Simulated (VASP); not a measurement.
# Mg (Pm-3m) in VASP: a series of runs

Runs on Mg. Level: PBE. Tasks: single point.

Everything below comes from runs of VASP 6.6.1. Logs are shortened: lines on timing, memory, paths and dates and some standing lists are left out, and cuts for length are marked.

## 1. The cell of the first run

Symmetry: Pm-3m, No. 221, cubic system. The conventional cell has a = 2.981 Å, b = 2.981 Å, c = 2.981 Å, α = 90.00°, β = 90.00°, γ = 90.00°. Within 3.9 Å of Mg (site symmetry m-3m) lie 6 Mg at 2.98 Å.

This isn't the form of Mg at room conditions, which is hcp.

## 2. Single point, PBE

INCAR reads:

```
  ALGO = Normal
  EDIFF = 1E-7
  ENCUT = 520
  GGA = PE
  ISIF = 2
  ISMEAR = -1
  LASPH = True
  LCHARG = False
  LREAL = False
  LWAVE = False
  NBANDS = 7
  NELM = 100
  PREC = Accurate
  SIGMA = 0.06122561905347299
```

KPOINTS reads:

```
k-points
0
Gamma
  36 36 36
```

POSCAR reads:

```
Mg
1.0
    2.9809041294      0.0000000000      0.0000000000
    0.0000000000      2.9809041294      0.0000000000
    0.0000000000      0.0000000000      2.9809041294
Mg
1
Direct
    0.0000000000      0.0000000000      0.0000000000
```

Potentials or basis: VASP PAW PBE potentials, release 64 (Mg).

Launch:

```sh
$ cat potpaw_PBE.64/Mg/POTCAR > POTCAR
$ mpirun -np 1 vasp_std > vasp.out
```

OUTCAR:

```text
EDIFF = 1E-7
   ENCUT = 520
   GGA = PE
   ISIF = 2
   ISMEAR = -1
   LASPH = True
   LREAL = False
   NELM = 100
   PREC = Accurate

 ion  position               nearest neighbor table
   1  0.000  0.000  0.000-

  LATTYP: Found a simple cubic cell.
 ALAT       =     2.9809041294

  Lattice vectors:

 A1 = (   2.9809041294,   0.0000000000,   0.0000000000)
 A2 = (   0.0000000000,   2.9809041294,   0.0000000000)
 A3 = (   0.0000000000,   0.0000000000,   2.9809041294)

Analysis of symmetry for initial positions (statically):
=====================================================================
 Subroutine PRICEL returns:
 Original cell was already a primitive cell.

 Routine SETGRP: Setting up the symmetry group for a
 simple cubic supercell.

 Subroutine GETGRP returns: Found 48 space group operations
 (whereof 48 operations were pure point group operations)
 out of a pool of 48 trial point group operations.

The static configuration has the point symmetry O_h .

Analysis of symmetry for dynamics (positions and initial velocities):
=====================================================================
 Subroutine PRICEL returns:
 Original cell was already a primitive cell.

 Routine SETGRP: Setting up the symmetry group for a
 simple cubic supercell.

 Subroutine GETGRP returns: Found 48 space group operations
 (whereof 48 operations were pure point group operations)
 out of a pool of 48 trial point group operations.

The dynamic configuration has the point symmetry O_h .

 Subroutine INISYM returns: Found 48 space group operations
 (whereof 48 operations are pure point group operations),
 and found     1 'primitive' translations

----------------------------------------------------------------------------------------

                                     Primitive cell

  volume of cell :      26.4877

  direct lattice vectors                    reciprocal lattice vectors
     2.980904129  0.000000000  0.000000000     0.335468689  0.000000000  0.000000000
     0.000000000  2.980904129  0.000000000     0.000000000  0.335468689  0.000000000
     0.000000000  0.000000000  2.980904129     0.000000000  0.000000000  0.335468689

  length of vectors
     2.980904129  2.980904129  2.980904129     0.335468689  0.335468689  0.335468689

  position of ions in fractional coordinates (direct lattice)
     0.000000000  0.000000000  0.000000000

  ion indices of the primitive-cell ions
   primitive index   ion index
                 1           1

----------------------------------------------------------------------------------------

 KPOINTS: k-points

Automatic generation of k-mesh.
 Grid dimensions read from file:
 generate k-points for:   36   36   36

 Generating k-lattice:

  Cartesian coordinates                     Fractional coordinates (reciprocal lattice)
     0.009318575  0.000000000  0.000000000     0.027777778  0.000000000  0.000000000
     0.000000000  0.009318575  0.000000000     0.000000000  0.027777778  0.000000000
     0.000000000  0.000000000  0.009318575     0.000000000  0.000000000  0.027777778

  Length of vectors
     0.009318575  0.009318575  0.009318575

  Shift w.r.t. Gamma in fractional coordinates (k-lattice)
     0.000000000  0.000000000  0.000000000

 Subroutine IBZKPT returns following result:
 ===========================================

 Found   1330 irreducible k-points:

 Following reciprocal coordinates:
            Coordinates               Weight
  0.000000  0.000000  0.000000      1.000000
  0.027778  0.000000  0.000000      6.000000
  0.055556  0.000000  0.000000      6.000000
  0.083333  0.000000  0.000000      6.000000
  0.111111  0.000000  0.000000      6.000000
  0.138889  0.000000  0.000000      6.000000
[... 16 lines left out ...]
  0.111111  0.027778  0.000000     24.000000
  0.138889  0.027778  0.000000     24.000000
 [... further k-points ...]
   k-points           NKPTS =   1330   k-points in BZ     NKDIM =   1330   number of bands    NBANDS=      7
   number of dos      NEDOS =    301   number of ions     NIONS =      1
   total plane-waves  NPLWV =  13824
   dimension x,y,z NGX =    24 NGY =   24 NGZ =   24
   dimension x,y,z NGXF=    48 NGYF=   48 NGZF=   48
   ions per type =               1
   NGX,Y,Z   is equivalent  to a cutoff of  13.38, 13.38, 13.38 a.u.
   NGXF,Y,Z  is equivalent  to a cutoff of  26.77, 26.77, 26.77 a.u.
 SYSTEM =  unknown system
   PREC   = accura    normal or accurate (medium, high low for compatibility)
   ISTART =      0    job   : 0-new  1-cont  2-samecut
   ICHARG =      2    charge: 1-file 2-atom 10-const
   ISPIN  =      1    spin polarized calculation?
   LNONCOLLINEAR =      F non collinear calculations
   LSORBIT =      F    spin-orbit coupling
   LASPH  =      T    aspherical Exc in radial PAW
   ENCUT  =  520.0 eV  38.22 Ry    6.18 a.u.   5.54  5.54  5.54*2*pi/ulx,y,z
   NELM   =    100;   NELMIN=  2; NELMDL= -5     # of ELM steps
   EDIFF  = 0.1E-06   stopping-criterion for ELM
   LREAL  =      F    real-space projection
   EDIFFG = 0.1E-05   stopping-criterion for IOM
   NSW    =      0    number of steps for IOM
   IBRION =     -1    ionic relax: 0-MD 1-quasi-New 2-CG
   NFREE  =      0    steps in history (QN), initial steepest desc. (CG)
   ISIF   =      2    stress and relaxation
   ISYM   =      2    0-nonsym 1-usesym 2-fastsym
   POTIM  = 0.5000    time-step for ionic-motion
   TEBEG  =    0.0;   TEEND  =   0.0 temperature during run
   PSTRESS=    0.0 pullay stress
   NELECT =       2.0000    total number of electrons
   NUPDOWN=      -1.0000    fix difference up-down
   EMIN   =  10.00;   EMAX   =-10.00  energy-range for DOS
   EFERMI =   0.00;   METHOD = LEGACY
   ISMEAR =    -1;   SIGMA  =   0.06  broadening in eV -4-tet -1-fermi 0-gaus
   EFERMI_NEDOS =   21; number of points for ismear=-14 and -15
   IALGO  =     38    algorithm
   IMIX   =      4    mixing-type and parameters
     AMIX     =   0.40;   BMIX     =  1.00
     AMIX_MAG =   1.60;   BMIX_MAG =  1.00
  volume/ion in A,a.u.               =      26.49       178.75
  Fermi-wavevector in a.u.,A,eV,Ry     =   0.691943  1.307582  6.514262  0.478785
  Thomas-Fermi vector in A             =   1.773736
   LORBIT       =      0    0 simple, 1 ext, 2 COOP (PROOUT), +10 PAW based schemes
   GGA     = PE    functional components
   LHFCALC =     F    Hartree Fock is set to
   AEXX    =    0.0000 exact exchange contribution
   IVDW    =     0    specifies the selected vdW correction
   LEPSILON=     F    determine dielectric tensor
   LRPA    =     F    only Hartree local field effects (RPA)
 non-spin polarized calculation
  energy-cutoff  :      520.00
  volume of cell :       26.49
 maximum number of plane-waves:       739
 NGX is ok and might be reduce to    24
   NGX = 11   NGY = 11   NGZ = 11

 number of electron       2.0000000 magnetization

 Free energy of the ion-electron system (eV)
  ---------------------------------------------------
  ext. energy  EPLUGINS =         0.00000000
  ---------------------------------------------------
  free energy    TOTEN  =        -1.12400532 eV

  energy without entropy =       -1.11790589  energy(sigma->0) =       -1.12095560

 E-fermi :   1.8604     XC(G=0):  -8.0257

 val. band max:        1.8564265153   @ k =   0.4167   0.4167   0.1944
 cond. band min:       1.8623179062   @ k =   0.4444   0.1944   0.1944
 fundamental gap:      0.0058913909
 Fermi energy:         1.8603688443

 k-point     1 :       0.0000    0.0000    0.0000
  band No.  band energies     occupation
      1      -4.4514      2.00000
      2      10.1192      0.00000
      3      10.1192      0.00000
      4      11.6239      0.00000
      5      11.6239      0.00000
      6      11.6239      0.00000
      7      16.2002      0.00000

 k-point     2 :       0.0278    0.0000    0.0000
  band No.  band energies     occupation
      1      -4.4383      2.00000
      2       9.8536      0.00000
      3      10.1307      0.00000
      4      11.6348      0.00000
      5      11.6348      0.00000
      6      11.8557      0.00000
      7      16.2645      0.00000

 k-point     3 :       0.0556    0.0000    0.0000
  band No.  band energies     occupation
      1      -4.3992      2.00000
      2       9.2961      0.00000
      3      10.1652      0.00000
      4      11.6673      0.00000
      5      11.6673      0.00000
      6      12.3096      0.00000
      7      16.4589      0.00000

 k-point     4 :       0.0833    0.0000    0.0000
  band No.  band energies     occupation
      1      -4.3339      2.00000
      2       8.6498      0.00000
      3      10.2225      0.00000
      4      11.7215      0.00000
      5      11.7215      0.00000
      6      12.7793      0.00000
      7      16.7858      0.00000

 k-point     5 :       0.1111    0.0000    0.0000
  band No.  band energies     occupation
      1      -4.2427      2.00000
      2       7.9748      0.00000
      3      10.3024      0.00000
      4      11.7975      0.00000
      5      11.7975      0.00000
      6      13.2070      0.00000
      7      17.2413      0.00000
[... 161 lines left out ...]
 k-point    22 :       0.0833    0.0278    0.0000
  band No.  band energies     occupation
      1      -4.3209      2.00000
      2       8.6459      0.00000
      3      10.0177      0.00000
      4      11.7324      0.00000
      5      11.7983      0.00000
      6      12.9171      0.00000
      7      16.8319      0.00000

 k-point    23 :       0.1111    0.0278    0.0000
  band No.  band energies     occupation
      1      -4.2296      2.00000
      2       7.9779      0.00000
      3      10.0951      0.00000
      4      11.8083      0.00000
      5      11.8771      0.00000
      6      13.3466      0.00000
      7      17.2773      0.00000

 k-point    24 :       0.1389    0.0278    0.0000
  band No.  band energies     occupation
      1      -4.1125      2.00000
      2       7.2991      0.00000
      3      10.1962      0.00000
      4      11.9060      0.00000
      5      11.9767      0.00000
      6      13.7260      0.00000
      7      17.8377      0.00000

 [... further k-points ...]

------------------------ aborting loop because EDIFF is reached ----------------------------------------

  FORCE on cell =-STRESS in cart. coord.  units (eV):
  Direction    XX          YY          ZZ          XY          YZ          ZX
  --------------------------------------------------------------------------------------
  -------------------------------------------------------------------------------------
  Total        0.1554175      0.1554175      0.1554175      0.0000000      0.0000000     -0.0000000
  in kB        9.4008389      9.4008389      9.4008389      0.0000000      0.0000000     -0.0000000
  external PRESSURE =       9.4008389 kB  Pullay stress =       0.0000000 kB

 VOLUME and BASIS-vectors are now :
 -----------------------------------------------------------------------------
  energy-cutoff  :      520.00
  volume of cell :       26.49
      direct lattice vectors                 reciprocal lattice vectors
     2.980904129  0.000000000  0.000000000     0.335468689  0.000000000  0.000000000
     0.000000000  2.980904129  0.000000000     0.000000000  0.335468689  0.000000000
     0.000000000  0.000000000  2.980904129     0.000000000  0.000000000  0.335468689

 POSITION                                       TOTAL-FORCE (eV/Angst)
 -----------------------------------------------------------------------------------
      0.00000      0.00000      0.00000         0.000000      0.000000      0.000000
 -----------------------------------------------------------------------------------
    total drift:                               -0.000000      0.000000      0.000000

  FREE ENERGIE OF THE ION-ELECTRON SYSTEM (eV)
  ---------------------------------------------------
  free  energy   TOTEN  =        -1.1240053162 eV

  energy  without entropy=       -1.1179058876  energy(sigma->0) =       -1.12095560
```

Wall time 64 s (1 thread of Intel Xeon Platinum 8488C (Sapphire Rapids), shared host); peak memory 0.36 GiB.

What came out:

```
Free energy            : -1.1240 eV
Pressure               : 0.9 GPa
Band gap on the k mesh : zero (bands 1 and 2 overlap by 6.67 eV)
```

(Part 1 of 3 ends here.)
